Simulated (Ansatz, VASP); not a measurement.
## Two plane-wave programs on GaN

File INCAR:

```
SYSTEM = GaN
PREC     = Accurate       ! precision mode
ENCUT    = 520            ! plane-wave cutoff, eV
EDIFF    = 1E-6           ! SCF threshold, eV
ISMEAR   = 0              ! smearing method
SIGMA    = 0.02           ! smearing width, eV
LREAL    = .False.        ! projectors in reciprocal space
LASPH    = .True.         ! aspherical terms in the spheres
NELM     = 60             ! most SCF steps
ALGO     = Normal         ! electronic algorithm
ISIF     = 2              ! what is computed and relaxed
LWAVE    = .False.        ! write WAVECAR
LCHARG   = .False.        ! write CHGCAR
GGA      = PE             ! functional
NBANDS   = 26             ! bands
```

The input KPOINTS:

```
Automatic mesh
0
Gamma
  12 12 6
  0 0 0
```

POSCAR

```
GaN
1.0
    3.2793746499      0.0000000000      0.0000000000
   -1.6396873250      2.8400217553      0.0000000000
    0.0000000000      0.0000000000      5.1724575000
Ga N
2 2
Direct
    0.3333333333      0.6666666667     -0.0116144019
    0.6666666667      0.3333333333      0.4883855981
    0.3333333333      0.6666666667      0.3866144019
    0.6666666667      0.3333333333      0.8866144019
```

Input for Ansatz:

```yaml
crystal:
  lattice:
    - [3.2793746499, 0.0, 0.0]
    - [-1.639687325, 2.8400217553, 0.0]
    - [0.0, 0.0, 5.1724575]
  atoms:
    - { symbol: Ga, position: [0.3333333333, 0.6666666667, -0.0116144019] }
    - { symbol: Ga, position: [0.6666666667, 0.3333333333, 0.4883855981] }
    - { symbol: "N", position: [0.3333333333, 0.6666666667, 0.3866144019] }
    - { symbol: "N", position: [0.6666666667, 0.3333333333, 0.8866144019] }
basis:
  ecutwfc: 420
kpoints:
  mp_grid: { grid: [12, 12, 6] }
hamiltonian:
  xc: pbe
scf:
  occupations: { method: gaussian, width: 0.02 }
output:
  forces: true
  stress: true
  eigenvalues: true
```

Alike in both runs: task single point; functional PBE; k mesh 12 × 12 × 6; occupations gaussian, width 0.02 eV; no spin polarisation.

```csv
,VASP,Ansatz
version,VASP 6.6.1,Ansatz 0.2.0
potentials or method,"VASP PAW PBE potentials, release 64 (Ga_d, N), cutoff 520 eV","scalar-relativistic, plane waves, PAW"
valence electrons in the cell,36,36
```

```csv
,VASP,Ansatz,Ansatz less VASP
gap on the k mesh at the Fermi level (eV),1.36,1.36,-0.001
least direct gap on the mesh (eV),1.36,1.36,-0.001
pressure (GPa),-3.7,-3.9,-0.18
"traceless stress, the component that is largest in VASP (GPa)",1.64,1.55,-0.084
rms of the force components (eV/Å),0.398,0.401,+0.0030
```

Atom by atom the forces differ by 0.003 eV/Å (rms over components). The functional is the same, so the differences come from potentials, cutoffs and numerics.
